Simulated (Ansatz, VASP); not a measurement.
**TiAl3: VASP beside Ansatz**

```
CELL_PARAMETERS angstrom
5.59416 0.00000 0.00000
0.00000 3.95567 0.00000
0.00000 0.00000 25.78978
ATOMIC_POSITIONS crystal
Ti 0.00000 0.00000 0.32057
Ti 0.50000 0.00000 0.42077
Ti 0.00000 0.00000 0.52560
Ti 0.50000 0.00000 0.63043
Al 0.50000 0.00000 0.31024
Al 0.25156 0.50000 0.36299
Al 0.74844 0.50000 0.36299
Al 0.00000 0.00000 0.42080
Al 0.75044 0.50000 0.47247
Al 0.24956 0.50000 0.47247
Al 0.50000 0.00000 0.52642
Al 0.24739 0.50000 0.58107
Al 0.75261 0.50000 0.58107
Al 0.00000 0.00000 0.63856
Al 0.74932 0.50000 0.68678
Al 0.25068 0.50000 0.68678
```

Alike in both runs: functional LDA; k mesh 3 × 4 × 1; occupations gaussian, width 0.15 eV; no spin polarisation.

Ansatz relaxed the structure, and its values are those at the end. VASP's run is a single point on that final structure, the one shown.

|  | VASP | Ansatz |
| --- | --- | --- |
| version | VASP 6.6.1 | Ansatz 0.2.0 |
| potentials or method | VASP PAW LDA potentials, release 64 (Ti_sv, Al), cutoff 520 eV | plane waves, PAW |
| valence electrons in the cell | 84 | 84 |

|  | VASP | Ansatz | Ansatz less VASP |
| --- | --- | --- | --- |
| gap on the k mesh at the Fermi level (eV) | none | none | - |
| rms of the force components (eV/Å) | 0.006 | 0.005 | -0.0013 |

LDA's correlation is that of Perdew and Zunger in VASP and of Perdew and Wang (1992) in Ansatz. A gap of «none» marks a metal or a gap that the smearing closes.

The k mesh is coarse, so the values compare programs but aren't converged.
